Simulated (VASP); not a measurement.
Input of a VASP 6.6.1 run:

File POSCAR:

```
MgB2
1.0
    3.0409680899      0.0000000000      0.0000000000
   -1.5204840450      2.6335556180      0.0000000000
    0.0000000000      0.0000000000      3.4707387513
Mg B
1 2
Direct
    0.0000000000      0.0000000000      0.0000000000
    0.3333333333      0.6666666667      0.5000000000
    0.6666666667      0.3333333333      0.5000000000
```

Contents of INCAR.step1:

```
ALGO = Normal ; EDIFF = 1E-4
ENCUT = 520 ; GGA = PE
ISMEAR = 0 ; LASPH = True
LCHARG = False ; LREAL = False
LWAVE = True ; NBANDS = 11
NELM = 60 ; PREC = Accurate
SIGMA = 0.1
```

The input INCAR.step2:

```
ALGO = Normal ; EDIFF = 1E-6
ENCUT = 520 ; ISIF = 2
ISMEAR = 0 ; ISTART = 1
LASPH = True ; LCHARG = False
LMIXTAU = True ; LREAL = False
LWAVE = False ; METAGGA = R2SCAN
NBANDS = 11 ; NELM = 60
PREC = Accurate ; SIGMA = 0.1
```

File KPOINTS:

```
k-points
0
Gamma
  15 15 12
```

Potentials or basis: VASP PAW PBE potentials, release 64 (Mg, B).

Command:

```sh
$ cat potpaw_PBE.64/Mg/POTCAR potpaw_PBE.64/B/POTCAR > POTCAR
$ cp INCAR.step1 INCAR
$ mpirun -np 1 vasp_std > vasp.out
$ cp INCAR.step2 INCAR
$ mpirun -np 1 vasp_std > vasp.out
```

(1) Estimate the band gap on the k mesh.

(2) Predict the pressure.

Answers

(1) zero (band 4 reaches 7.52 eV, above the bottom of band 5 at 3.42 eV).

(2) 4.4 GPa.

Caveat: the PAW data sets were made with another functional, which shifts forces and pressure a little.
